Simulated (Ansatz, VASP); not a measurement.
**ZnSe: VASP beside Ansatz**

Contents of INCAR:

```
PREC = Accurate ; ENCUT = 520
EDIFF = 1E-6 ; ISMEAR = 0
SIGMA = 0.05 ; LREAL = False
LASPH = True ; NELM = 60
ALGO = Normal ; ISIF = 2
LWAVE = False ; LCHARG = False
GGA = PE ; NBANDS = 16
```

File KPOINTS:

```
regular mesh
0
Gamma
  10 10 10
```

The input POSCAR:

```
ZnSe
1.0
    0.0000000000      2.9158858681      2.9158858681
    2.9158858681      0.0000000000      2.9158858681
    2.9158858681      2.9158858681      0.0000000000
Zn Se
1 1
Direct
    0.0000000000      0.0000000000      0.0000000000
    0.7500000000      0.7500000000      0.7500000000
```

Input for Ansatz:

```yaml
crystal:
  lattice:
    - [0.0, 2.9158858681, 2.9158858681]
    - [2.9158858681, 0.0, 2.9158858681]
    - [2.9158858681, 2.9158858681, 0.0]
  atoms:
    - { symbol: Zn, position: [0.0, 0.0, 0.0] }
    - { symbol: Se, position: [0.75, 0.75, 0.75] }
basis:
  ecutwfc: 520.0
kpoints:
  mp_grid: { grid: [10, 10, 10] }
hamiltonian:
  xc: pbe
  pseudopotentials: { kind: paw, azcp: { folder: soft_1 } }
scf:
  occupations: { method: gaussian, width: 0.05 }
output:
  forces: true
  stress: true
  eigenvalues: true
```

Alike in both runs: task single point; functional PBE; k mesh 10 × 10 × 10; occupations gaussian, width 0.05 eV; no spin polarisation.

|  | VASP | Ansatz |
| --- | --- | --- |
| version | VASP 6.6.1 | Ansatz 0.2.0 |
| potentials or method | VASP PAW PBE potentials, release 64 (Zn, Se), cutoff 520 eV | scalar-relativistic, plane waves, PAW |
| valence electrons in the cell | 18 | 28 |

```tsv
	VASP	Ansatz	Ansatz less VASP
gap on the k mesh at the Fermi level (eV)	0.96	0.96	-0.001
least direct gap on the mesh (eV)	0.96	0.96	-0.001
pressure (GPa)	-2.4	-2.6	-0.18
```

VASP's potentials hold 18 valence electrons a cell and Ansatz's 28, so a difference there can come from the potentials and not from the codes.
